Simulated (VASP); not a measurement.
Crystal: CuO.

```
CELL_PARAMETERS angstrom
0.00000 2.13437 2.13437
2.13437 0.00000 2.13437
2.13437 2.13437 0.00000
ATOMIC_POSITIONS crystal
Cu 0.00000 0.00000 0.00000
O 0.50000 0.50000 0.50000
```

| Property | Result |
| --- | --- |
| Program | VASP 6.6.1 |
| Task | relaxation of cell and atoms |
| Functional | PBE |
| Potentials or basis | VASP PAW PBE potentials, release 64 (Cu, O) |
| Cutoff | 600 eV |
| k mesh | 16 × 16 × 16 |
| Occupations | gaussian, width 0.1 eV |
| Spin | collinear spin, ferromagnetic start |
| Starting moments | [0.28, 0.21] μB |
| Hubbard terms | Cu d U = 4.0 eV |

At the start: pressure -3.7 GPa; volume 9.72 Å³/atom.

Task: How do energy, volume and symmetry change on relaxing?

Result: Over 3 steps the energy falls by 2.7 meV/atom and the volume is 9.50 Å³/atom (-2.3 %); space group Fm-3m (No. 225, to 0.05 Å); moment 0.99 μB per cell.

The path:
```
step  energy change (eV)  largest force (eV/Å)  pressure (GPa)  volume (Å³)
   1              0.0000                0.0000           -3.71        19.45
   2             -0.0045                0.0000            1.52        18.82
   3             -0.0053                0.0000            0.09        18.99
```

Final structure:
```cif
data_structure
_symmetry_space_group_name_H-M 'P 1'
_symmetry_Int_Tables_number 1
_cell_length_a 2.9949
_cell_length_b 2.9949
_cell_length_c 2.9949
_cell_angle_alpha 60.000
_cell_angle_beta 60.000
_cell_angle_gamma 60.000
_cell_volume 18.99
loop_
_atom_site_label
_atom_site_type_symbol
_atom_site_fract_x
_atom_site_fract_y
_atom_site_fract_z
_atom_site_occupancy
Cu1 Cu 0.00000 0.00000 0.00000 1
O1 O 0.50000 0.50000 0.50000 1
```

Caveat: a cell with one magnetic atom can't hold antiferromagnetic order, which such compounds often take.
